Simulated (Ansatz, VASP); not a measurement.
One calculation of Se, two programs

Contents of INCAR:

```
SYSTEM = Se
PREC = Accurate
ENCUT = 520
EDIFF = 1E-7
ISMEAR = 0
SIGMA = 0.1
LREAL = .FALSE.
LASPH = .TRUE.
NELM = 80
ALGO = Normal
ISIF = 2
LWAVE = .FALSE.
LCHARG = .FALSE.
LDIPOL = .TRUE.
IDIPOL = 3
DIPOL = 0.5 0.5 0.500
GGA = PE
NBANDS = 16
```

File KPOINTS:

```
Automatic mesh
0
G
  4 4 1
  0 0 0
```

Contents of POSCAR:

```
Se
1.0
    4.2651910000      0.0000000000      0.0000000000
    0.0000000000      4.2651910000      0.0000000000
    0.0000000000      0.0000000000     17.0000000000
Se
3
Direct
    0.5000000000      0.5000000000      0.4185722800
    0.5000000000      0.5000000000      0.5814277200
    0.0000000000      0.0000000000      0.5000000000
```

Input for Ansatz:

```yaml
crystal:
  lattice:
    - [4.265191, 0.0, 0.0]
    - [0.0, 4.265191, 0.0]
    - [0.0, 0.0, 17.0]
  atoms:
    - { symbol: Se, position: [0.5, 0.5, 0.41857228] }
    - { symbol: Se, position: [0.5, 0.5, 0.58142772] }
    - { symbol: Se, position: [0.0, 0.0, 0.5] }
  periodic: [true, true, false]
basis:
  ecutwfc: 420
kpoints:
  mp_grid: { grid: [4, 4, 1] }
hamiltonian:
  xc: pbe
scf:
  occupations: { method: gaussian, width: 0.1 }
  lower_state_search: "off"
output:
  forces: true
  stress: true
  eigenvalues: true
```

Alike in both runs: task single point; functional PBE; k mesh 4 × 4 × 1; occupations gaussian, width 0.1 eV; no spin polarisation.

|  | VASP | Ansatz |
| --- | --- | --- |
| version | VASP 6.6.1 | Ansatz 0.2.0 |
| potentials or method | VASP PAW PBE potentials, release 64 (Se), cutoff 520 eV | scalar-relativistic, plane waves, PAW |
| valence electrons in the cell | 18 | 48 |

```tsv
	VASP	Ansatz	Ansatz less VASP
gap on the k mesh at the Fermi level (eV)	none	none	-
rms of the force components (eV/Å)	1.409	1.409	0.0000
```

Atom by atom the forces differ by 0.000 eV/Å (rms over components). A gap of «none» marks a metal or a gap that the smearing closes. With one functional, cell and mesh, what is left measures potentials, basis and numerics. VASP's potentials hold 18 valence electrons a cell and Ansatz's 48, so a difference there can come from the potentials and not from the codes. Ansatz's warnings: slab cell height set.

The k mesh is coarse, so the values compare programs but aren't converged.
